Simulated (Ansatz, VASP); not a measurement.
**Cd2S in VASP and in Ansatz**

The input POSCAR:

```
Cd2S
1.0
    3.9091138886      0.0000000000      0.0000000000
   -1.9545569443      3.3853919338      0.0000000000
    0.0000000000      0.0000000000      5.7306797810
Cd S
2 1
Direct
    0.3333333333      0.6666666667      0.9327170000
    0.6666666667      0.3333333333      0.5787350000
    0.3333333333      0.6666666667      0.3657050000
```

The input INCAR.step1:

```
SYSTEM = Cd2S
PREC     = Accurate       ! precision mode
ENCUT    = 520            ! plane-wave cutoff, eV
ISMEAR   = -1             ! smearing method
SIGMA    = 0.05           ! smearing width, eV
LREAL    = .FALSE.        ! projectors in reciprocal space
LASPH    = .TRUE.         ! aspherical terms in the spheres
NELM     = 80             ! most SCF steps
NBANDS   = 22             ! bands
GGA      = PE             ! functional
ALGO     = Normal         ! electronic algorithm
EDIFF    = 1E-4           ! SCF threshold, eV
LWAVE    = .TRUE.         ! write WAVECAR
LCHARG   = .FALSE.        ! write CHGCAR
```

The input INCAR.step2:

```
SYSTEM = Cd2S
PREC     = Accurate       ! precision mode
ENCUT    = 520            ! plane-wave cutoff, eV
EDIFF    = 1E-7           ! SCF threshold, eV
ISMEAR   = -1             ! smearing method
SIGMA    = 0.05           ! smearing width, eV
LREAL    = .FALSE.        ! projectors in reciprocal space
LASPH    = .TRUE.         ! aspherical terms in the spheres
NELM     = 80             ! most SCF steps
ALGO     = Normal         ! electronic algorithm
ISIF     = 2              ! what is computed and relaxed
LWAVE    = .FALSE.        ! write WAVECAR
LCHARG   = .TRUE.         ! write CHGCAR
METAGGA  = R2SCAN         ! meta-GGA
LMIXTAU  = .TRUE.       
LELF     = .TRUE.         ! ELF
LVHAR    = .TRUE.       
NBANDS   = 22             ! bands
ISTART   = 1
```

File KPOINTS:

```
Automatic mesh
0
G
  8 8 5
  0 0 0
```

The input input.yaml:

```yaml
crystal:
  lattice:
    - [3.9091138886, 0.0, 0.0]
    - [-1.9545569443, 3.3853919338, 0.0]
    - [0.0, 0.0, 5.730679781]
  atoms:
    - { symbol: Cd, position: [0.3333333333, 0.6666666667, 0.932717] }
    - { symbol: Cd, position: [0.6666666667, 0.3333333333, 0.578735] }
    - { symbol: S, position: [0.3333333333, 0.6666666667, 0.365705] }
hamiltonian:
  xc: r2scan
  pseudopotentials: { kind: paw }
kpoints:
  mp_grid: { grid: [8, 8, 5] }
scf:
  occupations: { method: fermi_dirac, width: 0.05 }
output:
  forces: true
  stress: true
  eigenvalues: true
```

Alike in both runs: task single point; functional r2SCAN; k mesh 8 × 8 × 5; occupations fermi-dirac, width 0.05 eV; no spin polarisation.

|  | VASP | Ansatz |
| --- | --- | --- |
| version | VASP 6.6.1 | Ansatz 0.2.0 |
| potentials or method | VASP PAW PBE potentials, release 64 (Cd, S) | Ansatz PAW |
| plane-wave cutoff (eV) | 520 | 500 |
| valence electrons in the cell | 30 | 46 |

```csv
,VASP,Ansatz,Ansatz less VASP
gap on the k mesh at the Fermi level (eV),0.29,0.29,-0.001
least direct gap on the mesh (eV),0.67,0.67,-0.002
pressure (GPa),0.5,0.2,-0.30
"traceless stress, the component that is largest in VASP (GPa)",0.62,0.53,-0.083
rms of the force components (eV/Å),0.065,0.055,-0.0097
```

VASP's potentials were made for PBE, not for r2SCAN. Atom by atom the forces differ by 0.010 eV/Å (rms over components). The functional is the same, so the differences come from potentials, cutoffs and numerics. VASP's potentials hold 30 valence electrons a cell and Ansatz's 46, so a difference there can come from the potentials and not from the codes.

Noted on Ansatz's run: odd divisions of the mesh miss points on the zone boundary, where band edges often lie, so the gap on the mesh can be too wide.
